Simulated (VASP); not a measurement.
A run of VASP 6.6.1:

Contents of INCAR:

```
SYSTEM = TiSi2
PREC = Accurate
ENCUT = 520
EDIFF = 1E-6
ISMEAR = 0
SIGMA = 0.1
LREAL = .False.
LASPH = .True.
NELM = 60
ALGO = Normal
ISIF = 2
LWAVE = .False.
LCHARG = .True.
GGA = PE
LELF = .True.
LVHAR = .True.
NBANDS = 29
```

Contents of KPOINTS:

```
regular mesh
0
Gamma
  10 10 10
  0 0 0
```

POSCAR

```
TiSi2
1.0
    1.7452123660     -6.5751460092      0.0000000000
    1.7452123660      6.5751460092      0.0000000000
    0.0000000000      0.0000000000      3.5263067825
Ti Si
2 4
Direct
    0.8981391977      0.1018608023      0.7500000000
    0.1018608023      0.8981391977      0.2500000000
    0.5607590368      0.4392409632      0.7500000000
    0.4392409632      0.5607590368      0.2500000000
    0.2496671763      0.7503328237      0.7500000000
    0.7503328237      0.2496671763      0.2500000000
```

Potentials or basis: VASP PAW PBE potentials, release 64 (Ti_sv, Si).

Launch:

```sh
$ cat potpaw_PBE.64/Ti_sv/POTCAR potpaw_PBE.64/Si/POTCAR > POTCAR
$ mpirun -np 1 vasp_std > vasp.out
```

Hardware: 1 thread of AMD EPYC 9R45 96-Core Processor (Zen 5), on a shared host.

Task: Estimate the wall time of this run.

Result: Run time: 6.6 min on 1 thread of AMD EPYC 9R45 96-Core Processor (Zen 5), with other jobs on the host, peak memory 0.48 GiB. Counts: scf iterations 14, k points 186.
